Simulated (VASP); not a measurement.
# Na2S (Fm-3m) in VASP: a series of runs, part 2 of 2

VASP 6.6.1.

## 3. Single point, PBE (22.90 Å³/atom)

This run uses another cell than the first one, of 22.90 Å³/atom.

Input file INCAR:

```
SYSTEM = Na2S
ALGO = Normal
EDIFF = 1E-6
ENCUT = 500
GGA = PE
GGA_COMPAT = .False.
ISIF = 2
ISMEAR = 0
LASPH = .True.
LCHARG = .True.
LELF = .True.
LREAL = .False.
LVHAR = .True.
LWAVE = .False.
NBANDS = 17
NELM = 120
PREC = Accurate
SIGMA = 0.02
```

Input file KPOINTS:

```
k-points
0
Gamma
  8 8 8
  0 0 0
```

Input file POSCAR:

```
Na2S
1.0
    0.0000000000      3.2508317513      3.2508317513
    3.2508317513      0.0000000000      3.2508317513
    3.2508317513      3.2508317513      0.0000000000
Na S
2 1
Direct
    0.2500000000      0.2500000000      0.2500000000
    0.7500000000      0.7500000000      0.7500000000
    0.0000000000      0.0000000000      0.0000000000
```

Potentials or basis: VASP PAW PBE potentials, release 64 (Na_pv, S).

Launch:

```bash
$ cat potpaw_PBE.64/Na_pv/POTCAR potpaw_PBE.64/S/POTCAR > POTCAR
$ mpirun -np 1 vasp_std > vasp.out
```

OUTCAR:

```text
SYSTEM = Na2S
   EDIFF = 1E-6
   ENCUT = 500
   GGA = PE
   ISIF = 2
   ISMEAR = 0
   LASPH = .True.
   LREAL = .False.
   NELM = 120
   PREC = Accurate

 ion  position               nearest neighbor table
   1  0.250  0.250  0.250-
   2  0.750  0.750  0.750-
   3  0.000  0.000  0.000-

  LATTYP: Found a face centered cubic cell.
 ALAT       =     6.5016635026

  Lattice vectors:

 A1 = (   0.0000000000,   3.2508317513,   3.2508317513)
 A2 = (   3.2508317513,   0.0000000000,   3.2508317513)
 A3 = (   3.2508317513,   3.2508317513,   0.0000000000)

Analysis of symmetry for initial positions (statically):
=====================================================================
 Subroutine PRICEL returns:
 Original cell was already a primitive cell.

 Routine SETGRP: Setting up the symmetry group for a
 face centered cubic supercell.

 Subroutine GETGRP returns: Found 48 space group operations
 (whereof 48 operations were pure point group operations)
 out of a pool of 48 trial point group operations.

The static configuration has the point symmetry O_h .

[... 161 lines left out ...]
  energy without entropy =       -9.96964959  energy(sigma->0) =       -9.96964959

 E-fermi :   0.3529     XC(G=0):  -7.8903

 val. band max:        0.2657976028   @ k =   0.0000   0.0000   0.0000
 cond. band min:       2.8116904480   @ k =   0.0000   0.0000   0.0000
 fundamental gap:      2.5458928452
 Fermi energy:         0.3528676893

 k-point     1 :       0.0000    0.0000    0.0000
  band No.  band energies     occupation
      1     -21.9376      2.00000
      2     -21.9376      2.00000
      3     -21.9376      2.00000
      4     -21.8808      2.00000
      5     -21.8808      2.00000
      6     -21.8808      2.00000
[... 457 lines left out ...]
      4     -21.9116      2.00000
      5     -21.8822      2.00000
      6     -21.8812      2.00000
[... 9 lines left out ...]
     16      11.0080      0.00000
     17      12.2814      0.00000

 [... further k-points ...]

------------------------ aborting loop because EDIFF is reached ----------------------------------------

  FORCE on cell =-STRESS in cart. coord.  units (eV):
  Direction    XX          YY          ZZ          XY          YZ          ZX
  --------------------------------------------------------------------------------------
  -------------------------------------------------------------------------------------
  Total        0.3971631      0.3971631      0.3971631      0.0000000      0.0000000      0.0000000
  in kB        9.2611728      9.2611728      9.2611728      0.0000000      0.0000000      0.0000000
  external PRESSURE =       9.2611728 kB  Pullay stress =       0.0000000 kB

 VOLUME and BASIS-vectors are now :
 -----------------------------------------------------------------------------
  energy-cutoff  :      500.00
  volume of cell :       68.71
      direct lattice vectors                 reciprocal lattice vectors
     0.000000000  3.250831751  3.250831751    -0.153806791  0.153806791  0.153806791
     3.250831751  0.000000000  3.250831751     0.153806791 -0.153806791  0.153806791
     3.250831751  3.250831751  0.000000000     0.153806791  0.153806791 -0.153806791

 POSITION                                       TOTAL-FORCE (eV/Angst)
 -----------------------------------------------------------------------------------
      1.62542      1.62542      1.62542         0.000000      0.000000     -0.000000
      4.87625      4.87625      4.87625        -0.000000     -0.000000     -0.000000
      0.00000      0.00000      0.00000         0.000000      0.000000      0.000000
 -----------------------------------------------------------------------------------
    total drift:                                0.000000      0.000000      0.000000

  FREE ENERGIE OF THE ION-ELECTRON SYSTEM (eV)
  ---------------------------------------------------
  free  energy   TOTEN  =        -9.9696495929 eV

  energy  without entropy=       -9.9696495929  energy(sigma->0) =       -9.96964959
```

Run time: 44 s. Hardware: 1 thread of Intel Xeon 8259CL, shared host; peak memory 0.2 GiB.

Results:

```
Free energy            : -9.9696 eV
Pressure               : 0.9 GPa
Band gap on the k mesh : 2.55 eV
```

A k mesh can miss the band edges. Expect the measured gap to be larger: semilocal functionals such as PBE lack the derivative discontinuity.

## 4. Single point, PBE (24.32 Å³/atom)

This run uses another cell than the first one, of 24.32 Å³/atom.

Input file INCAR:

```
SYSTEM = Na2S
ALGO     = Normal         ! electronic algorithm
EDIFF    = 1E-6           ! SCF threshold, eV
ENCUT    = 500            ! plane-wave cutoff, eV
GGA      = PE             ! functional
GGA_COMPAT= .FALSE.      
ISIF     = 2              ! what is computed and relaxed
ISMEAR   = 0              ! smearing method
LASPH    = .TRUE.         ! aspherical terms in the spheres
LCHARG   = .FALSE.        ! write CHGCAR
LREAL    = .FALSE.        ! projectors in reciprocal space
LWAVE    = .FALSE.        ! write WAVECAR
NBANDS   = 17             ! bands
NELM     = 120            ! most SCF steps
PREC     = Accurate       ! precision mode
SIGMA    = 0.02           ! smearing width, eV
```

Input file KPOINTS:

```
k-points
0
G
  8 8 8
  0 0 0
```

Input file POSCAR:

```
Na2S
1.0
    0.0000000000      3.3165228187      3.3165228187
    3.3165228187      0.0000000000      3.3165228187
    3.3165228187      3.3165228187      0.0000000000
Na S
2 1
Direct
    0.2500000000      0.2500000000      0.2500000000
    0.7500000000      0.7500000000      0.7500000000
    0.0000000000      0.0000000000      0.0000000000
```

Launch:

```bash
$ cat potpaw_PBE.64/Na_pv/POTCAR potpaw_PBE.64/S/POTCAR > POTCAR
$ mpirun -np 1 vasp_std > vasp.out
```

Run time: 44 s. Hardware: 1 thread of Intel Xeon 8259CL, shared host; peak memory 0.2 GiB.

The run converged. Its results:

| Item | Value |
| --- | --- |
| Free energy | -9.9713 eV |
| Pressure | -0.8 GPa |
| Band gap on the k mesh | 2.35 eV |

Levels at points of the mesh, in eV from the valence-band top:
| k point | band 7 | band 8 | band 9 | band 10 | band 11 | band 12 | band 13 | band 14 |
| --- | --- | --- | --- | --- | --- | --- | --- | --- |
| (0.00, 0.00, 0.00) | -10.09 | 0.00 | 0.00 | 0.00 | 2.35 | 7.60 | 7.60 | 7.60 |
| (0.50, 0.00, 0.00) | -9.87 | -1.57 | -0.13 | -0.13 | 4.62 | 6.28 | 7.05 | 7.05 |
| (0.50, 0.50, 0.00) | -9.80 | -1.41 | -0.44 | -0.44 | 3.82 | 5.87 | 8.12 | 9.50 |

A k mesh can miss the band edges.

## 5. Single point, PBE (25.03 Å³/atom)

This run uses another cell than the first one, of 25.03 Å³/atom.

Input file INCAR:

```
SYSTEM = Na2S
  ALGO = Normal
  EDIFF = 1E-6
  ENCUT = 500
  GGA = PE
  GGA_COMPAT = .FALSE.
  ISIF = 2
  ISMEAR = 0
  LASPH = .TRUE.
  LCHARG = .FALSE.
  LREAL = .FALSE.
  LWAVE = .FALSE.
  NBANDS = 17
  NELM = 120
  PREC = Accurate
  SIGMA = 0.02
```

KPOINTS is that of step 4.

Input file POSCAR:

```
Na2S
1.0
    0.0000000000      3.3484144176      3.3484144176
    3.3484144176      0.0000000000      3.3484144176
    3.3484144176      3.3484144176      0.0000000000
Na S
2 1
Direct
    0.2500000000      0.2500000000      0.2500000000
    0.7500000000      0.7500000000      0.7500000000
    0.0000000000      0.0000000000      0.0000000000
```

Launch:

```bash
$ cat potpaw_PBE.64/Na_pv/POTCAR potpaw_PBE.64/S/POTCAR > POTCAR
$ mpirun -np 1 vasp_std > vasp.out
```

Run time: 40 s. Hardware: 1 thread of Intel Xeon 8259CL, shared host; peak memory 0.2 GiB.

It converged, with:

```
Free energy            : -9.9569 eV
Pressure               : -1.5 GPa
Band gap on the k mesh : 2.26 eV
```

Levels at points of the mesh, in eV from the valence-band top:
```tsv
k point	band 7	band 8	band 9	band 10	band 11	band 12	band 13	band 14
(0.00, 0.00, 0.00)	-10.05	0.00	0.00	0.00	2.26	7.50	7.50	7.50
(0.50, 0.00, 0.00)	-9.85	-1.53	-0.13	-0.13	4.50	6.16	6.98	6.98
(0.50, 0.50, 0.00)	-9.79	-1.37	-0.43	-0.43	3.80	5.78	7.90	9.31
```

A k mesh can miss the band edges. A hybrid or GW would open this gap; PBE tends to underestimate it.

## 6. The runs side by side

| cell | gap on the mesh (eV) | pressure (GPa) |
| --- | --- | --- |
| a = 4.501 Å, angles 60.0°, 3 atoms | 2.77 | 3.3 |
| a = 4.597 Å, angles 60.0°, 3 atoms | 2.55 | 0.9 |
| a = 4.690 Å, angles 60.0°, 3 atoms | 2.35 | -0.8 |
| a = 4.735 Å, angles 60.0°, 3 atoms | 2.26 | -1.5 |

Alike in all rows: task single point; level PBE; potentials or basis VASP PAW PBE potentials, release 64 (Na_pv, S); no spin polarisation; k mesh 8 × 8 × 8; cutoff (eV) 500; smearing gaussian 0.02 eV.

Caveats: the cell stands under pressure (at least some runs).

Absolute energies hang on the potentials; compare differences alone.
